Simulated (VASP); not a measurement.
Wanted: the native input for a VASP 6.6.1 run.

* Task: single point
* Functional: PBEsol
* Potentials or basis: VASP PAW PBE potentials, release 64 (Al, Cu)
* Cutoff: 520 eV
* k mesh: 6 × 6 × 8
* Occupations: gaussian, width 0.1 eV
* Spin: no spin polarisation
* Dipole correction: no
* Further INCAR settings: ALGO = Fast; EDIFF = 1e-06; NBANDS = 46

The structure of Al2Cu lies in POSCAR:

```
Al2Cu
1.0
    6.0073309122      0.0000000000      0.0000000000
    0.0000000000      6.0073309122      0.0000000000
    0.0000000000      0.0000000000      4.7804145481
Al Cu
8 4
Direct
    0.1593393174      0.3406606826      0.0000000000
    0.1593393174      0.6593393174      0.5000000000
    0.8406606826      0.3406606826      0.5000000000
    0.8406606826      0.6593393174      0.0000000000
    0.6593393174      0.8406606826      0.5000000000
    0.6593393174      0.1593393174      0.0000000000
    0.3406606826      0.8406606826      0.0000000000
    0.3406606826      0.1593393174      0.5000000000
    0.0000000000      0.0000000000      0.7500000000
    0.0000000000      0.0000000000      0.2500000000
    0.5000000000      0.5000000000      0.2500000000
    0.5000000000      0.5000000000      0.7500000000
```

This cell differs from its parent crystal: uniaxial strain along c: -1.0 %.

One way to write it, as run:

INCAR

```
SYSTEM = Al2Cu
PREC     = Accurate       ! precision mode
ENCUT    = 520            ! plane-wave cutoff, eV
EDIFF    = 1E-6           ! SCF threshold, eV
ISMEAR   = 0              ! smearing method
SIGMA    = 0.1            ! smearing width, eV
LREAL    = .FALSE.        ! projectors in reciprocal space
LASPH    = .TRUE.         ! aspherical terms in the spheres
NELM     = 60             ! most SCF steps
ALGO     = Fast           ! electronic algorithm
ISIF     = 2              ! what is computed and relaxed
LWAVE    = .FALSE.        ! write WAVECAR
LCHARG   = .FALSE.        ! write CHGCAR
GGA      = PS             ! functional
NBANDS   = 46             ! bands
```

KPOINTS

```
Automatic mesh
0
G
  6 6 8
  0 0 0
```

Potentials or basis: VASP PAW PBE potentials, release 64 (Al, Cu).

Command:

```sh
$ cat potpaw_PBE.64/Al/POTCAR potpaw_PBE.64/Cu/POTCAR > POTCAR
$ mpirun -np 1 vasp_std > vasp.out
```

It gave:

* Pressure: 0.9 GPa
* Largest force: 0.069 eV/Å
* Band gap on the k mesh: zero (band 34 reaches 9.42 eV, above the bottom of band 35 at 7.48 eV)

Caveat: the cell differs from its parent crystal (uniaxial strain along c: -1.0 %); the PAW data sets were made with another functional, which shifts forces and pressure a little.

Run time: 4.3 min on 1 thread of Intel(R) Xeon(R) 6975P-C (Granite Rapids) (shared host), peak memory 0.46 GiB.
